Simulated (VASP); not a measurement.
Write the native input for VASP 6.6.1 that does the following.

```yaml
Task: single point
Functional: r2SCAN
Potentials_or_basis: VASP PAW PBE potentials, release 64 (Mn_pv, O)
Cutoff: 520 eV
k_mesh: 14 × 14 × 14
Occupations: fermi-dirac, width 0.1 eV
Spin: no spin polarisation
Dipole_correction: no
Further_INCAR_settings: ALGO = Normal; EDIFF = 1e-06; NBANDS = 16
```

Crystal: MnO (rock salt type).

```xyz
2
Lattice="0.0000 2.0387 2.0387 2.0387 0.0000 2.0387 2.0387 2.0387 0.0000" Properties=species:S:1:pos:R:3 pbc="T T T"
Mn    0.0000    0.0000    0.0000
O     2.0387    2.0387    2.0387
```

One way to write it, as run:

POSCAR

```
MnO
1.0
    0.0000000000      2.0386942538      2.0386942538
    2.0386942538      0.0000000000      2.0386942538
    2.0386942538      2.0386942538      0.0000000000
Mn O
1 1
Direct
    0.0000000000      0.0000000000      0.0000000000
    0.5000000000      0.5000000000      0.5000000000
```

INCAR.step1

```
SYSTEM = MnO
PREC     = Accurate       ! precision mode
ENCUT    = 520            ! plane-wave cutoff, eV
ISMEAR   = -1             ! smearing method
SIGMA    = 0.1            ! smearing width, eV
LREAL    = .False.        ! projectors in reciprocal space
LASPH    = .True.         ! aspherical terms in the spheres
NELM     = 100            ! most SCF steps
NBANDS   = 16             ! bands
GGA      = PE             ! functional
ALGO     = Normal         ! electronic algorithm
EDIFF    = 1E-4           ! SCF threshold, eV
LWAVE    = .True.         ! write WAVECAR
LCHARG   = .False.        ! write CHGCAR
```

INCAR.step2

```
SYSTEM = MnO
PREC     = Accurate       ! precision mode
ENCUT    = 520            ! plane-wave cutoff, eV
EDIFF    = 1E-6           ! SCF threshold, eV
ISMEAR   = -1             ! smearing method
SIGMA    = 0.1            ! smearing width, eV
LREAL    = .False.        ! projectors in reciprocal space
LASPH    = .True.         ! aspherical terms in the spheres
NELM     = 100            ! most SCF steps
ALGO     = Normal         ! electronic algorithm
ISIF     = 2              ! what is computed and relaxed
LWAVE    = .False.        ! write WAVECAR
LCHARG   = .True.         ! write CHGCAR
METAGGA  = R2SCAN         ! meta-GGA
LMIXTAU  = .True.       
LELF     = .True.         ! ELF
LVHAR    = .True.       
NBANDS   = 16             ! bands
ISTART   = 1
```

KPOINTS

```
regular mesh
0
Gamma
  14 14 14
  0 0 0
```

Potentials or basis: VASP PAW PBE potentials, release 64 (Mn_pv, O).

Launch:

```console
$ cat potpaw_PBE.64/Mn_pv/POTCAR potpaw_PBE.64/O/POTCAR > POTCAR
$ cp INCAR.step1 INCAR
$ mpirun -np 1 vasp_std > vasp.out
$ cp INCAR.step2 INCAR
$ mpirun -np 1 vasp_std > vasp.out
```

It gave:

```
Pressure               : 4.9 GPa
Band gap on the k mesh : zero (an odd number of electrons rules out a gap without spin polarisation)
```

Caveat: the cell stands under pressure; the PAW data sets were made with another functional, which shifts forces and pressure a little; an odd number of electrons without spin polarisation forces a metal; a magnetic or distorted state may lie lower; the run has no spin polarisation, though such a crystal can be magnetic; semilocal functionals often make such compounds metallic where correlation or magnetic order opens a gap, which also shifts bond lengths.

It took 2.3 min on 1 thread of Intel Xeon 8259CL, on a shared host, peak memory 0.16 GiB.
